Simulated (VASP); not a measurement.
CoSi2:

```
CELL_PARAMETERS angstrom
0.00000 2.68500 2.68500
2.68500 0.00000 2.68500
2.68500 2.68500 0.00000
ATOMIC_POSITIONS crystal
Co 0.00000 0.00000 0.00000
Si 0.25000 0.25000 0.25000
Si 0.75000 0.75000 0.75000
```

```yaml
Program: VASP 6.6.1
Task: relaxation of cell and atoms
Functional: PBEsol
Potentials_or_basis: VASP PAW PBE potentials, release 64 (Co, Si)
Cutoff: 600 eV
k_mesh: 12 × 12 × 12
Occupations: gaussian, width 0.05 eV
Spin: no spin polarisation
```

At the start: pressure -5.9 GPa; volume 12.90 Å³/atom.

**Question.** Where does the relaxation end?

**Answer.** Over 3 steps the energy falls by 7.6 meV/atom and the volume is 12.50 Å³/atom (-3.1 %); space group Fm-3m (No. 225, to 0.1 Å) before and after.

Step by step:
```tsv
step	energy change (eV)	largest force (eV/Å)	pressure (GPa)	volume (Å³)
1	0.0000	0.0000	-5.86	38.71
2	0.0093	0.0000	7.77	36.13
3	-0.0229	0.0000	-0.06	37.50
```

Final structure:
```
Co Si
1.0
     0.00000    2.65675    2.65675
     2.65675    0.00000    2.65675
     2.65675    2.65675    0.00000
Co Si
1 2
Direct
  0.00000 0.00000 0.00000
  0.25000 0.25000 0.25000
  0.75000 0.75000 0.75000
```

Caveat: the PAW data sets were made with another functional, which shifts forces and pressure a little; the run has no spin polarisation, though such a crystal can be magnetic.
